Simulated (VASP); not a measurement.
# LiF (P6/mmm) in VASP: further runs

LiF is run at these levels: PBE; tasks: single point, relaxation of cell and atoms.

All numbers are computed with VASP 6.6.1; they aren't measurements. Logs are shortened: lines on timing, memory, paths and dates and some standing lists are left out, and cuts for length are marked.

**1. The cell of the first run**

Symmetry: P6/mmm, No. 191, hexagonal system. The conventional cell has a = 4.805 Å, b = 4.805 Å, c = 2.747 Å, α = 90.00°, β = 90.00°, γ = 120.00°. Within 2.6 Å of Li (site symmetry mmm) lie 6 F at 1.95 to 2.40 Å and 4 Li at 2.40 Å. F (site symmetry 6/mmm) has 6 Li at 2.40 Å and 14 F at 2.75 to 3.10 Å within 3.2 Å. Within 2.6 Å of F (site symmetry -6m2) lie 6 Li at 1.95 Å.

**2. Single point, PBE**

Input file INCAR:

```
  PREC = Accurate
  ENCUT = 520
  EDIFF = 1E-7
  ISMEAR = 0
  SIGMA = 0.02
  LREAL = False
  LASPH = True
  NELM = 100
  ALGO = Normal
  ISIF = 2
  LWAVE = False
  LCHARG = False
  GGA = PE
  NBANDS = 24
```

Input file KPOINTS:

```
regular mesh
0
Gamma
  6 6 8
```

Input file POSCAR:

```
LiF
1.0
    4.8047792855      0.0000000000      0.0000000000
   -2.4023896427      4.1610609208      0.0000000000
    0.0000000000      0.0000000000      2.7469783943
Li F
3 3
Direct
    0.5000000000      0.0000000000      0.0000000000
    0.5000000000      0.5000000000      0.0000000000
    0.0000000000      0.5000000000      0.0000000000
    0.0000000000      0.0000000000      0.0000000000
    0.3333333333      0.6666666667      0.5000000000
    0.6666666667      0.3333333333      0.5000000000
```

Potentials or basis: VASP PAW PBE potentials, release 64 (Li_sv, F).

Launch:

```bash
$ cat potpaw_PBE.64/Li_sv/POTCAR potpaw_PBE.64/F/POTCAR > POTCAR
$ mpirun -np 1 vasp_std > vasp.out
```

OUTCAR:

```text
PREC = Accurate
   ENCUT = 520
   EDIFF = 1E-7
   ISMEAR = 0
   LREAL = False
   LASPH = True
   NELM = 100
   ISIF = 2
   GGA = PE

 ion  position               nearest neighbor table
   1  0.500  0.000  0.000-   5 1.95   6 1.95   5 1.95   6 1.95   2 2.40   2 2.40   3 2.40   3 2.40

   2  0.500  0.500  0.000-   5 1.95   6 1.95   5 1.95   6 1.95   1 2.40   1 2.40   3 2.40   3 2.40

   3  0.000  0.500  0.000-   5 1.95   6 1.95   5 1.95   6 1.95   2 2.40   2 2.40   1 2.40   1 2.40

   4  0.000  0.000  0.000-
   5  0.333  0.667  0.500-   1 1.95   1 1.95   3 1.95   3 1.95   2 1.95   2 1.95
   6  0.667  0.333  0.500-   1 1.95   1 1.95   3 1.95   3 1.95   2 1.95   2 1.95

  LATTYP: Found a hexagonal cell.
 ALAT       =     4.8047792855
 C/A-ratio  =     0.5717179148

  Lattice vectors:

 A1 = (   4.8047792855,   0.0000000000,   0.0000000000)
 A2 = (  -2.4023896427,   4.1610609208,   0.0000000000)
 A3 = (   0.0000000000,   0.0000000000,   2.7469783943)

Analysis of symmetry for initial positions (statically):
=====================================================================
 Subroutine PRICEL returns:
 Original cell was already a primitive cell.

 Routine SETGRP: Setting up the symmetry group for a
 hexagonal supercell.

 Subroutine GETGRP returns: Found 24 space group operations
 (whereof 24 operations were pure point group operations)
 out of a pool of 24 trial point group operations.

The static configuration has the point symmetry D_6h.

Analysis of symmetry for dynamics (positions and initial velocities):
=====================================================================
 Subroutine PRICEL returns:
 Original cell was already a primitive cell.

 Routine SETGRP: Setting up the symmetry group for a
 hexagonal supercell.

 Subroutine GETGRP returns: Found 24 space group operations
 (whereof 24 operations were pure point group operations)
 out of a pool of 24 trial point group operations.

The dynamic configuration has the point symmetry D_6h.

 Subroutine INISYM returns: Found 24 space group operations
 (whereof 24 operations are pure point group operations),
 and found     1 'primitive' translations

----------------------------------------------------------------------------------------

                                     Primitive cell

  volume of cell :      54.9203

  direct lattice vectors                    reciprocal lattice vectors
     4.804779286  0.000000000  0.000000000     0.208126105  0.120161663  0.000000000
    -2.402389643  4.161060921  0.000000000     0.000000000  0.240323326  0.000000000
     0.000000000  0.000000000  2.746978394     0.000000000  0.000000000  0.364036354

  length of vectors
     4.804779286  4.804779285  2.746978394     0.240323326  0.240323326  0.364036354

  position of ions in fractional coordinates (direct lattice)
     0.500000000  0.000000000  0.000000000
     0.500000000  0.500000000  0.000000000
     0.000000000  0.500000000  0.000000000
     0.000000000  0.000000000  0.000000000
     0.333333333  0.666666667  0.500000000
     0.666666667  0.333333333  0.500000000

  ion indices of the primitive-cell ions
   primitive index   ion index
                 1           1
                 2           2
                 3           3
                 4           4
                 5           5
                 6           6

----------------------------------------------------------------------------------------

 KPOINTS: regular mesh

Automatic generation of k-mesh.
 Grid dimensions read from file:
 generate k-points for:    6    6    8

 Generating k-lattice:

  Cartesian coordinates                     Fractional coordinates (reciprocal lattice)
     0.034687684  0.020026944  0.000000000     0.166666667  0.000000000  0.000000000
     0.000000000  0.040053888  0.000000000     0.000000000  0.166666667  0.000000000
     0.000000000  0.000000000  0.045504544     0.000000000  0.000000000  0.125000000

  Length of vectors
     0.040053888  0.040053888  0.045504544

  Shift w.r.t. Gamma in fractional coordinates (k-lattice)
     0.000000000  0.000000000  0.000000000

 Subroutine IBZKPT returns following result:
 ===========================================

 Found     35 irreducible k-points:

 Following reciprocal coordinates:
            Coordinates               Weight
  0.000000  0.000000  0.000000      1.000000
  0.166667 -0.000000  0.000000      6.000000
  0.333333 -0.000000  0.000000      6.000000
  0.500000  0.000000  0.000000      3.000000
  0.166667  0.166667  0.000000      6.000000
  0.333333  0.166667  0.000000     12.000000
[... 16 lines left out ...]
  0.166667 -0.000000  0.375000     12.000000
  0.333333 -0.000000  0.375000     12.000000
 [... further k-points ...]
   k-points           NKPTS =     35   k-points in BZ     NKDIM =     35   number of bands    NBANDS=     24
   number of dos      NEDOS =    301   number of ions     NIONS =      6
   total plane-waves  NPLWV =  25920
   dimension x,y,z NGX =    36 NGY =   36 NGZ =   20
   dimension x,y,z NGXF=    72 NGYF=   72 NGZF=   40
   ions per type =               3   3
   NGX,Y,Z   is equivalent  to a cutoff of  12.46, 12.46, 12.10 a.u.
   NGXF,Y,Z  is equivalent  to a cutoff of  24.91, 24.91, 24.21 a.u.
 SYSTEM =  unknown system
   PREC   = accura    normal or accurate (medium, high low for compatibility)
   ISTART =      0    job   : 0-new  1-cont  2-samecut
   ICHARG =      2    charge: 1-file 2-atom 10-const
   ISPIN  =      1    spin polarized calculation?
   LNONCOLLINEAR =      F non collinear calculations
   LSORBIT =      F    spin-orbit coupling
   LASPH  =      T    aspherical Exc in radial PAW
   ENCUT  =  520.0 eV  38.22 Ry    6.18 a.u.   8.93  8.93  5.11*2*pi/ulx,y,z
   NELM   =    100;   NELMIN=  2; NELMDL= -5     # of ELM steps
   EDIFF  = 0.1E-06   stopping-criterion for ELM
   LREAL  =      F    real-space projection
   EDIFFG = 0.1E-05   stopping-criterion for IOM
   NSW    =      0    number of steps for IOM
   IBRION =     -1    ionic relax: 0-MD 1-quasi-New 2-CG
   NFREE  =      0    steps in history (QN), initial steepest desc. (CG)
   ISIF   =      2    stress and relaxation
   ISYM   =      2    0-nonsym 1-usesym 2-fastsym
   POTIM  = 0.5000    time-step for ionic-motion
   TEBEG  =    0.0;   TEEND  =   0.0 temperature during run
   PSTRESS=    0.0 pullay stress
   NELECT =      30.0000    total number of electrons
   NUPDOWN=      -1.0000    fix difference up-down
   EMIN   =  10.00;   EMAX   =-10.00  energy-range for DOS
   EFERMI =   0.00;   METHOD = LEGACY
   ISMEAR =     0;   SIGMA  =   0.02  broadening in eV -4-tet -1-fermi 0-gaus
   EFERMI_NEDOS =   21; number of points for ismear=-14 and -15
   IALGO  =     38    algorithm
   IMIX   =      4    mixing-type and parameters
     AMIX     =   0.40;   BMIX     =  1.00
     AMIX_MAG =   1.60;   BMIX_MAG =  1.00
  volume/ion in A,a.u.               =       9.15        61.77
  Fermi-wavevector in a.u.,A,eV,Ry     =   1.338251  2.528928 24.366898  1.790916
  Thomas-Fermi vector in A             =   2.466736
   LORBIT       =      0    0 simple, 1 ext, 2 COOP (PROOUT), +10 PAW based schemes
   GGA     = PE    functional components
   LHFCALC =     F    Hartree Fock is set to
   AEXX    =    0.0000 exact exchange contribution
   IVDW    =     0    specifies the selected vdW correction
   LEPSILON=     F    determine dielectric tensor
   LRPA    =     F    only Hartree local field effects (RPA)
 non-spin polarized calculation
 Gauss-broadening in eV      SIGMA  =   0.02
  energy-cutoff  :      520.00
  volume of cell :       54.92
 maximum number of plane-waves:      1498
 NGX is ok and might be reduce to    36
   NGX = 17   NGY = 17   NGZ = 11

 number of electron      30.0000087 magnetization

 Free energy of the ion-electron system (eV)
  ---------------------------------------------------
  ext. energy  EPLUGINS =         0.00000000
  ---------------------------------------------------
  free energy    TOTEN  =       -27.42028965 eV

  energy without entropy =      -27.42028965  energy(sigma->0) =      -27.42028965

 E-fermi :   0.8660     XC(G=0):  -9.3855

 val. band max:        0.7379535932   @ k =   0.0000   0.0000   0.0000
 cond. band min:       6.4729713885   @ k =   0.0000   0.0000   0.0000
 fundamental gap:      5.7350177954
 Fermi energy:         0.8660187853

 k-point     1 :       0.0000    0.0000    0.0000
  band No.  band energies     occupation
      1     -43.6194      2.00000
      2     -43.4917      2.00000
      3     -43.4917      2.00000
      4     -22.3902      2.00000
      5     -22.2101      2.00000
      6     -19.1101      2.00000
[... 16 lines left out ...]
     23      18.9126      0.00000
     24      19.0435      0.00000

 k-point     2 :       0.1667   -0.0000    0.0000
  band No.  band energies     occupation
      1     -43.6119      2.00000
      2     -43.4992      2.00000
      3     -43.4916      2.00000
      4     -22.3777      2.00000
      5     -22.2201      2.00000
      6     -19.1158      2.00000
[... 16 lines left out ...]
     23      18.3568      0.00000
     24      18.8037      0.00000

 k-point     3 :       0.3333   -0.0000    0.0000
  band No.  band energies     occupation
      1     -43.5924      2.00000
      2     -43.5188      2.00000
      3     -43.4917      2.00000
      4     -22.3476      2.00000
      5     -22.2463      2.00000
      6     -19.1280      2.00000
[... 16 lines left out ...]
     23      17.2807      0.00000
     24      18.5713      0.00000
[... 514 lines left out ...]
 k-point    23 :       0.1667   -0.0000    0.3750
  band No.  band energies     occupation
      1     -43.5812      2.00000
      2     -43.4801      2.00000
      3     -43.4733      2.00000
      4     -22.2764      2.00000
      5     -21.9405      2.00000
      6     -18.9036      2.00000
[... 16 lines left out ...]
     23      15.1230      0.00000
     24      15.3835      0.00000

 k-point    24 :       0.3333   -0.0000    0.3750
  band No.  band energies     occupation
      1     -43.5638      2.00000
      2     -43.4976      2.00000
      3     -43.4734      2.00000
      4     -22.2189      2.00000
      5     -21.9994      2.00000
      6     -18.9080      2.00000
[... 16 lines left out ...]
     23      14.5201      0.00000
     24      15.5921      0.00000

 [... further k-points ...]

------------------------ aborting loop because EDIFF is reached ----------------------------------------

  FORCE on cell =-STRESS in cart. coord.  units (eV):
  Direction    XX          YY          ZZ          XY          YZ          ZX
  --------------------------------------------------------------------------------------
  -------------------------------------------------------------------------------------
  Total       -0.1057640     -0.1057640     -0.0799066     -0.0000000     -0.0000000      0.0000000
  in kB       -3.0854296     -3.0854296     -2.3310977     -0.0000000     -0.0000000      0.0000000
  external PRESSURE =      -2.8339856 kB  Pullay stress =       0.0000000 kB

 VOLUME and BASIS-vectors are now :
 -----------------------------------------------------------------------------
  energy-cutoff  :      520.00
  volume of cell :       54.92
      direct lattice vectors                 reciprocal lattice vectors
     4.804779286  0.000000000  0.000000000     0.208126105  0.120161663  0.000000000
    -2.402389643  4.161060921  0.000000000     0.000000000  0.240323326  0.000000000
     0.000000000  0.000000000  2.746978394     0.000000000  0.000000000  0.364036354

 POSITION                                       TOTAL-FORCE (eV/Angst)
 -----------------------------------------------------------------------------------
      2.40239      0.00000      0.00000        -0.000000      0.000000      0.000000
      1.20119      2.08053      0.00000        -0.000000      0.000000      0.000000
     -1.20119      2.08053      0.00000        -0.000000      0.000000      0.000000
      0.00000      0.00000      0.00000        -0.000000      0.000000      0.000000
     -0.00000      2.77404      1.37349        -0.000000      0.000000      0.000000
      2.40239      1.38702      1.37349         0.000000      0.000000      0.000000
 -----------------------------------------------------------------------------------
    total drift:                                0.000000      0.000000     -0.000000

  FREE ENERGIE OF THE ION-ELECTRON SYSTEM (eV)
  ---------------------------------------------------
  free  energy   TOTEN  =       -27.4202896532 eV

  energy  without entropy=      -27.4202896532  energy(sigma->0) =      -27.42028965
```

It took 32 s on 1 thread of Intel Xeon Platinum 8259CL at 2.50GHz (Skylake/Cascade Lake), shared host; peak memory 0.17 GiB.

What came out:

| Item | Value |
| --- | --- |
| Free energy | -27.4203 eV |
| Band gap on the k mesh | 5.74 eV |

Caveat: the cutoff is under 1.25 times the usual one of these potentials, so pressure, stress and relaxed cells hold a basis-set (Pulay) error.

**3. Relaxation of cell and atoms, PBE**

This run uses another cell than the first one, of 8.32 Å³/atom.

Input file INCAR:

```
SYSTEM = LiF
PREC = Accurate
ENCUT = 600
EDIFF = 1E-6
ISMEAR = 0
SIGMA = 0.1
LREAL = .FALSE.
LASPH = .TRUE.
NELM = 60
ALGO = Normal
ISIF = 3
LWAVE = .FALSE.
LCHARG = .FALSE.
GGA = PE
IBRION = 2
NSW = 90
EDIFFG = -0.04
```

Input file KPOINTS:

```
regular mesh
0
G
  6 6 6
  0 0 0
```

Edit POSCAR of step 2 so:

```diff
@@ -2,5 +2,5 @@
 1.0
-    4.8047792855      0.0000000000      0.0000000000
-   -2.4023896427      4.1610609208      0.0000000000
-    0.0000000000      0.0000000000      2.7469783943
+    4.1499264454      0.0000000000      0.0000000000
+   -2.0749632227      3.5939417256      0.0000000000
+    0.0000000000      0.0000000000      3.3482361094
 Li F
```

Potentials or basis: VASP PAW PBE potentials, release 64 (Li_sv, F).

Launch:

```bash
$ cat potpaw_PBE.64/Li_sv/POTCAR potpaw_PBE.64/F/POTCAR > POTCAR
$ mpirun -np 1 vasp_std > vasp.out
```

Run time: 2.2 min. Hardware: 1 thread of Intel Xeon Platinum 8259CL at 2.50GHz (Skylake/Cascade Lake), shared host; peak memory 0.19 GiB.

The run converged. Its results:

```
Free energy                           : -27.3932 eV
Relaxed volume                        : 8.97 Å³/atom
Relaxed cell                          : a = 4.746 Å, b = 4.746 Å, c = 2.757 Å, α = 90.00°, β = 90.00°, γ = 120.00°
Space group after relaxing (to 0.1 Å) : P6/mmm (No. 191)
Energy gained by relaxing             : 356.4 meV/atom
Ionic steps                           : 7
Pressure after relaxing               : 0.0 GPa
Band gap on the k mesh                : 6.04 eV
```

Stress tensor (GPa, compression positive):
```
 0.37  0.00  0.00
 0.00  0.37  0.00
 0.00  0.00 -0.61
```

Step by step:
```csv
step,energy change (eV),largest force (eV/Å),pressure (GPa),volume (Å³)
1,0.0000,0.0000,4.72,49.94
2,-1.5232,0.0000,2.07,51.32
3,-2.1209,0.0000,2.70,51.87
4,-2.1215,0.0000,2.88,51.87
5,-2.1223,0.0000,2.79,51.87
6,-2.1373,0.0000,0.79,53.24
7,-2.1387,0.0000,0.04,53.80
```

Final structure:
```yaml
crystal:
  lattice:
    - [4.74644, 0.00000, 0.00000]
    - [-2.37322, 4.11054, 0.00000]
    - [0.00000, 0.00000, 2.75727]
  atoms:
    - { symbol: Li, position: [0.50000, 0.00000, 0.00000] }
    - { symbol: Li, position: [0.50000, 0.50000, 0.00000] }
    - { symbol: Li, position: [0.00000, 0.50000, 0.00000] }
    - { symbol: F, position: [0.00000, 0.00000, 0.00000] }
    - { symbol: F, position: [0.33333, 0.66667, 0.50000] }
    - { symbol: F, position: [0.66667, 0.33333, 0.50000] }
```

Levels at points of the mesh, in eV from the valence-band top:
```csv
k point,band 11,band 12,band 13,band 14,band 15,band 16,band 17,band 18,band 19
"(0.00, 0.00, 0.00)",-4.14,-3.65,-1.64,-1.64,0.00,6.04,8.77,10.15,10.15
"(0.50, 0.00, 0.00)",-3.81,-3.72,-1.81,-1.64,-0.01,7.25,8.57,8.64,10.99
"(0.00, 0.00, 0.50)",-3.52,-3.52,-1.83,-1.63,-1.63,8.89,11.10,11.10,11.49
"(0.50, 0.00, 0.50)",-3.84,-3.34,-1.60,-1.57,-1.34,9.07,9.83,11.94,12.00
```

Caveat: the cutoff is under 1.25 times the usual one of these potentials, so pressure, stress and relaxed cells hold a basis-set (Pulay) error; a cell axis changed by over 15 % at a fixed basis, so the end point is rough. A k mesh can miss the band edges.
